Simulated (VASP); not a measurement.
Crystal: CrO2.

```
CELL_PARAMETERS angstrom
4.42100 0.00000 0.00000
0.00000 4.42100 0.00000
0.00000 0.00000 2.91700
ATOMIC_POSITIONS crystal
Cr 0.00000 0.00000 0.00000
Cr 0.50000 0.50000 0.50000
O 0.30100 0.30100 0.00000
O 0.19900 0.80100 0.50000
O 0.69900 0.69900 0.00000
O 0.80100 0.19900 0.50000
```

Base run:

```yaml
Program: VASP 6.6.1
Functional: PBE
Potentials_or_basis: VASP PAW PBE potentials, release 64 (Cr_pv, O)
Cutoff: 520 eV
k_mesh: 6 × 6 × 9
Occupations: methfessel-paxton, width 0.15 eV
Spin: collinear spin, ferromagnetic start
Starting_moments: "[3.0, 3.0, 0.0, 0.0, 0.0, 0.0] μB"
Hubbard_terms: Cr d U = 1.5 eV
```

Its results: band gap on the k mesh zero (filled and empty bands overlap); pressure 6.0 GPa; net moment 4.00 μB per cell; site moments Cr +2.22; O -0.12 μB; largest force 0.141 eV/Å.

Q: The run is repeated on the same cell with these changes: hubbard terms from Cr d U = 1.5 eV to none. What comes out?

A: Band gap on the k mesh zero (filled and empty bands overlap); pressure 3.0 GPa; net moment 4.00 μB per cell; site moments Cr +2.10; O -0.07 μB; largest force 0.265 eV/Å.

Caveats: only a ferromagnetic start was run, and an antiferromagnetic order may lie lower in energy; semilocal functionals often make such compounds metallic where correlation or magnetic order opens a gap, which also shifts bond lengths (some runs).
